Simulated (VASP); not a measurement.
# CrB5 (F-43m) in VASP: notebook

The runs below take CrB5 through relaxation of cell and atoms, with PBE.

Program: VASP 6.6.1. These are calculated values, not measurements. Logs are shortened: lines on timing, memory, paths and dates and some standing lists are left out, and cuts for length are marked.

## 1. The cell of the first run

The structure is cubic, space group F-43m (No. 216). Conventional cell: a = 5.407 Å, b = 5.407 Å, c = 5.407 Å, α = 90.00°, β = 90.00°, γ = 90.00°. Cr (site symmetry -43m) has 16 B at 2.24 to 2.34 Å within 3.0 Å. B (site symmetry -43m) has 12 B at 2.24 Å and 4 Cr at 2.34 Å within 3.0 Å. Within 2.5 Å of B (site symmetry 3m) lie 9 B at 1.91 to 2.24 Å and 3 Cr at 2.24 Å.

## 2. Relaxation of cell and atoms, PBE

Input file INCAR:

```
SYSTEM = CrB5
PREC = Accurate ; ENCUT = 500
EDIFF = 1E-7 ; ISMEAR = 0
SIGMA = 0.1 ; LREAL = .FALSE.
LASPH = .TRUE. ; NELM = 120
ALGO = Normal ; ISIF = 3
LWAVE = .FALSE. ; LCHARG = .FALSE.
GGA = PE ; IBRION = 2
NSW = 100 ; EDIFFG = -0.01
GGA_COMPAT = .FALSE. ; NELMIN = 4
```

Input file KPOINTS:

```
regular mesh
0
G
  12 12 12
  0 0 0
```

Input file POSCAR:

```
CrB5
1.0
    0.0000000000      2.7034850034      2.7034850034
    2.7034850034      0.0000000000      2.7034850034
    2.7034850034      2.7034850034      0.0000000000
Cr B
1 5
Direct
    0.0000000000      0.0000000000      0.0000000000
    0.2500000000      0.2500000000      0.2500000000
    0.6246008237      0.6246008237      0.6246008237
    0.1261975288      0.6246008237      0.6246008237
    0.6246008237      0.6246008237      0.1261975288
    0.6246008237      0.1261975288      0.6246008237
```

Potentials or basis: VASP PAW PBE potentials, release 64 (Cr_pv, B).

Command:

```sh
$ cat potpaw_PBE.64/Cr_pv/POTCAR potpaw_PBE.64/B/POTCAR > POTCAR
$ mpirun -np 1 vasp_std > vasp.out
```

OUTCAR:

```text
SYSTEM = CrB5
   PREC = Accurate
   ENCUT = 500
   EDIFF = 1E-7
   ISMEAR = 0
   LREAL = .FALSE.
   LASPH = .TRUE.
   NELM = 120
   ISIF = 3
   GGA = PE
   IBRION = 2
   NSW = 100
   EDIFFG = -0.01
   NELMIN = 4

 ion  position               nearest neighbor table
   1  0.000  0.000  0.000-   5 2.24   6 2.24   4 2.24   5 2.24   4 2.24   6 2.24   3 2.24   3 2.24
                             3 2.24   4 2.24   5 2.24   6 2.24   2 2.34   2 2.34   2 2.34   2 2.34
   2  0.250  0.250  0.250-   1 2.34   1 2.34   1 2.34   1 2.34
   3  0.625  0.625  0.625-   4 1.91   5 1.91   6 1.91   4 1.92   6 1.92   5 1.92   1 2.24   1 2.24
                             1 2.24
   4  0.126  0.625  0.625-   3 1.91   5 1.91   6 1.91   6 1.92   5 1.92   3 1.92   1 2.24   1 2.24
                             1 2.24
   5  0.625  0.625  0.126-   3 1.91   4 1.91   6 1.91   6 1.92   4 1.92   3 1.92   1 2.24   1 2.24
                             1 2.24
   6  0.625  0.126  0.625-   3 1.91   4 1.91   5 1.91   4 1.92   5 1.92   3 1.92   1 2.24   1 2.24
                             1 2.24

  LATTYP: Found a face centered cubic cell.
 ALAT       =     5.4069700068

  Lattice vectors:

 A1 = (   0.0000000000,   2.7034850034,   2.7034850034)
 A2 = (   2.7034850034,   0.0000000000,   2.7034850034)
 A3 = (   2.7034850034,   2.7034850034,   0.0000000000)

Analysis of symmetry for initial positions (statically):
=====================================================================
 Subroutine PRICEL returns:
 Original cell was already a primitive cell.

 Routine SETGRP: Setting up the symmetry group for a
 face centered cubic supercell.

 Subroutine GETGRP returns: Found 24 space group operations
 (whereof 24 operations were pure point group operations)
 out of a pool of 48 trial point group operations.

The static configuration has the point symmetry T_d .

Analysis of symmetry for dynamics (positions and initial velocities):
=====================================================================
 Subroutine PRICEL returns:
 Original cell was already a primitive cell.

 Routine SETGRP: Setting up the symmetry group for a
 face centered cubic supercell.

 Subroutine GETGRP returns: Found 24 space group operations
 (whereof 24 operations were pure point group operations)
 out of a pool of 48 trial point group operations.

The dynamic configuration has the point symmetry T_d .

 Subroutine INISYM returns: Found 24 space group operations
 (whereof 24 operations are pure point group operations),
 and found     1 'primitive' translations

----------------------------------------------------------------------------------------

                                     Primitive cell

  volume of cell :      39.5186

  direct lattice vectors                    reciprocal lattice vectors
     0.000000000  2.703485003  2.703485003    -0.184946467  0.184946467  0.184946467
     2.703485003  0.000000000  2.703485003     0.184946467 -0.184946467  0.184946467
     2.703485003  2.703485003  0.000000000     0.184946467  0.184946467 -0.184946467

  length of vectors
     3.823305157  3.823305157  3.823305157     0.320336678  0.320336678  0.320336678

  position of ions in fractional coordinates (direct lattice)
     0.000000000  0.000000000  0.000000000
     0.250000000  0.250000000  0.250000000
     0.624600824  0.624600824  0.624600824
     0.126197529  0.624600824  0.624600824
     0.624600824  0.624600824  0.126197529
     0.624600824  0.126197529  0.624600824

  ion indices of the primitive-cell ions
   primitive index   ion index
                 1           1
                 2           2
                 3           3
                 4           4
                 5           5
                 6           6

----------------------------------------------------------------------------------------

 KPOINTS: regular mesh

Automatic generation of k-mesh.
 Grid dimensions read from file:
 generate k-points for:   12   12   12

 Generating k-lattice:

  Cartesian coordinates                     Fractional coordinates (reciprocal lattice)
    -0.015412206  0.015412206  0.015412206     0.083333333  0.000000000  0.000000000
     0.015412206 -0.015412206  0.015412206     0.000000000  0.083333333  0.000000000
     0.015412206  0.015412206 -0.015412206     0.000000000  0.000000000  0.083333333

  Length of vectors
     0.026694723  0.026694723  0.026694723

  Shift w.r.t. Gamma in fractional coordinates (k-lattice)
     0.000000000  0.000000000  0.000000000

 Subroutine IBZKPT returns following result:
 ===========================================

 Found     72 irreducible k-points:

 Following reciprocal coordinates:
            Coordinates               Weight
  0.000000  0.000000  0.000000      1.000000
  0.083333  0.000000  0.000000      8.000000
  0.166667  0.000000  0.000000      8.000000
  0.250000  0.000000  0.000000      8.000000
  0.333333  0.000000  0.000000      8.000000
  0.416667  0.000000  0.000000      8.000000
[... 16 lines left out ...]
  0.500000  0.166667  0.000000     24.000000
 -0.416667  0.166667  0.000000     24.000000
 [... further k-points ...]
   k-points           NKPTS =     72   k-points in BZ     NKDIM =     72   number of bands    NBANDS=     17
   number of dos      NEDOS =    301   number of ions     NIONS =      6
   total plane-waves  NPLWV =  21952
   dimension x,y,z NGX =    28 NGY =   28 NGZ =   28
   dimension x,y,z NGXF=    56 NGYF=   56 NGZF=   56
   ions per type =               1   5
   NGX,Y,Z   is equivalent  to a cutoff of  12.18, 12.18, 12.18 a.u.
   NGXF,Y,Z  is equivalent  to a cutoff of  24.35, 24.35, 24.35 a.u.
 SYSTEM =  CrB5
   PREC   = accura    normal or accurate (medium, high low for compatibility)
   ISTART =      0    job   : 0-new  1-cont  2-samecut
   ICHARG =      2    charge: 1-file 2-atom 10-const
   ISPIN  =      1    spin polarized calculation?
   LNONCOLLINEAR =      F non collinear calculations
   LSORBIT =      F    spin-orbit coupling
   LASPH  =      T    aspherical Exc in radial PAW
   ENCUT  =  500.0 eV  36.75 Ry    6.06 a.u.   6.97  6.97  6.97*2*pi/ulx,y,z
   NELM   =    120;   NELMIN=  4; NELMDL= -5     # of ELM steps
   EDIFF  = 0.1E-06   stopping-criterion for ELM
   LREAL  =      F    real-space projection
   EDIFFG = -.1E-01   stopping-criterion for IOM
   NSW    =    100    number of steps for IOM
   IBRION =      2    ionic relax: 0-MD 1-quasi-New 2-CG
   NFREE  =      1    steps in history (QN), initial steepest desc. (CG)
   ISIF   =      3    stress and relaxation
   ISYM   =      2    0-nonsym 1-usesym 2-fastsym
   POTIM  = 0.5000    time-step for ionic-motion
   TEBEG  =    0.0;   TEEND  =   0.0 temperature during run
   PSTRESS=    0.0 pullay stress
   NELECT =      27.0000    total number of electrons
   NUPDOWN=      -1.0000    fix difference up-down
   EMIN   =  10.00;   EMAX   =-10.00  energy-range for DOS
   EFERMI =   0.00;   METHOD = LEGACY
   ISMEAR =     0;   SIGMA  =   0.10  broadening in eV -4-tet -1-fermi 0-gaus
   EFERMI_NEDOS =   21; number of points for ismear=-14 and -15
   IALGO  =     38    algorithm
   IMIX   =      4    mixing-type and parameters
     AMIX     =   0.40;   BMIX     =  1.00
     AMIX_MAG =   1.60;   BMIX_MAG =  1.00
  volume/ion in A,a.u.               =       6.59        44.45
  Fermi-wavevector in a.u.,A,eV,Ry     =   1.441879  2.724756 28.286713  2.079015
  Thomas-Fermi vector in A             =   2.560462
   LORBIT       =      0    0 simple, 1 ext, 2 COOP (PROOUT), +10 PAW based schemes
   GGA     = PE    functional components
   LHFCALC =     F    Hartree Fock is set to
   AEXX    =    0.0000 exact exchange contribution
   IVDW    =     0    specifies the selected vdW correction
   LEPSILON=     F    determine dielectric tensor
   LRPA    =     F    only Hartree local field effects (RPA)
 conjugate gradient relaxation of ions
 non-spin polarized calculation
 Gauss-broadening in eV      SIGMA  =   0.10
  energy-cutoff  :      500.00
  volume of cell :       39.52
 maximum number of plane-waves:      1018
   NGX = 13   NGY = 13   NGZ = 13

--------------------------------------- Ionic step        1  -------------------------------------------

 number of electron      26.9999998 magnetization

 Free energy of the ion-electron system (eV)
  ---------------------------------------------------
  ext. energy  EPLUGINS =         0.00000000
  ---------------------------------------------------
  free energy    TOTEN  =       -39.99557751 eV

  energy without entropy =      -39.98477133  energy(sigma->0) =      -39.99017442

------------------------ aborting loop because EDIFF is reached ----------------------------------------

  FORCE on cell =-STRESS in cart. coord.  units (eV):
  Direction    XX          YY          ZZ          XY          YZ          ZX
  --------------------------------------------------------------------------------------
  -------------------------------------------------------------------------------------
  Total       -0.1526806     -0.1526806     -0.1526806      0.0000000      0.0000000      0.0000000
  in kB       -6.1900284     -6.1900284     -6.1900284      0.0000000      0.0000000      0.0000000
  external PRESSURE =      -6.1900284 kB  Pullay stress =       0.0000000 kB
[... 65 lines left out ...]
  energy  without entropy=      -39.9848172976  energy(sigma->0) =      -39.99023171

--------------------------------------- Ionic step        3  -------------------------------------------

 number of electron      26.9999999 magnetization

 Free energy of the ion-electron system (eV)
  ---------------------------------------------------
  ext. energy  EPLUGINS =         0.00000000
  ---------------------------------------------------
  free energy    TOTEN  =       -39.99573836 eV

  energy without entropy =      -39.98491949  energy(sigma->0) =      -39.99032892

 E-fermi :  11.3134     XC(G=0): -13.3896

 val. band max:       11.3078415475   @ k =  -0.3333   0.5000   0.1667
 cond. band min:      11.3257140084   @ k =  -0.4167   0.3333   0.1667
 fundamental gap:      0.0178724609
 Fermi energy:        11.3134001337

 k-point     1 :       0.0000    0.0000    0.0000
  band No.  band energies     occupation
      1     -32.1056      2.00000
      2     -32.1056      2.00000
      3     -32.1056      2.00000
      4      -6.2985      2.00000
      5       1.5668      2.00000
      6       3.4478      2.00000
[... 9 lines left out ...]
     16      13.0431      0.00000
     17      13.0431      0.00000
[... 443 lines left out ...]
      1     -32.1255      2.00000
      2     -32.1134      2.00000
      3     -32.1104      2.00000
      4      -3.5988      2.00000
      5      -2.3474      2.00000
      6       0.7111      2.00000
[... 9 lines left out ...]
     16      13.6763      0.00000
     17      13.9345      0.00000

 [... further k-points ...]
[... 5 lines left out ...]
  --------------------------------------------------------------------------------------
  -------------------------------------------------------------------------------------
  Total       -0.0011532     -0.0011532     -0.0011532      0.0000000      0.0000000      0.0000000
  in kB       -0.0468501     -0.0468501     -0.0468501      0.0000000      0.0000000      0.0000000
  external PRESSURE =      -0.0468501 kB  Pullay stress =       0.0000000 kB
[... 21 lines left out ...]
  FREE ENERGIE OF THE ION-ELECTRON SYSTEM (eV)
  ---------------------------------------------------
  free  energy   TOTEN  =       -39.9957383589 eV

  energy  without entropy=      -39.9849194899  energy(sigma->0) =      -39.99032892

 reached required accuracy - stopping structural energy minimisation
```

Run time: 92 s. Hardware: 1 thread of Intel Xeon 6975P-C, shared host; peak memory 0.19 GiB.

Results:

```
Free energy                            : -39.9957 eV
Relaxed volume                         : 6.57 Å³/atom
Relaxed cell                           : a = 3.821 Å, b = 3.821 Å, c = 3.821 Å, α = 60.00°, β = 60.00°, γ = 60.00°
Space group after relaxing (to 0.05 Å) : F-43m (No. 216)
Energy gained by relaxing              : 0.0 meV/atom
Ionic steps                            : 3
Pressure after relaxing                : 0.0 GPa
```

Forces on the atoms (eV/Å):
```
Cr   0.000  0.000  0.000
B    0.000  0.000  0.000
B   -0.002 -0.002 -0.002
B   -0.002  0.002  0.002
B    0.002  0.002 -0.002
B    0.002 -0.002  0.002
```

Step by step:
```csv
step,energy change (eV),largest force (eV/Å),pressure (GPa),volume (Å³)
1,0.0000,0.0053,-0.62,39.52
2,-0.0001,0.0009,0.48,39.37
3,-0.0002,0.0030,0.00,39.44
```

Final structure:
```yaml
crystal:
  lattice:
    - [0.00000, 2.70160, 2.70160]
    - [2.70160, 0.00000, 2.70160]
    - [2.70160, 2.70160, 0.00000]
  atoms:
    - { symbol: Cr, position: [0.00000, 0.00000, 0.00000] }
    - { symbol: B, position: [0.25000, 0.25000, 0.25000] }
    - { symbol: B, position: [0.62459, 0.62459, 0.62459] }
    - { symbol: B, position: [0.12624, 0.62459, 0.62459] }
    - { symbol: B, position: [0.62459, 0.62459, 0.12624] }
    - { symbol: B, position: [0.62459, 0.12624, 0.62459] }
```

Levels at points of the mesh, in eV from the Fermi level:
| k point | band 12 | band 13 | band 14 | band 15 | band 16 | band 17 |
| --- | --- | --- | --- | --- | --- | --- |
| (0.00, 0.00, 0.00) | -3.15 | -3.15 | -2.72 | 1.73 | 1.73 | 1.73 |
| (0.50, 0.00, 0.00) | -2.58 | -2.58 | 1.16 | 1.86 | 1.86 | 2.33 |
| (0.50, 0.50, 0.00) | -2.01 | -1.01 | 0.36 | 1.90 | 2.86 | 2.86 |

(Continued in part 2 of 2.)
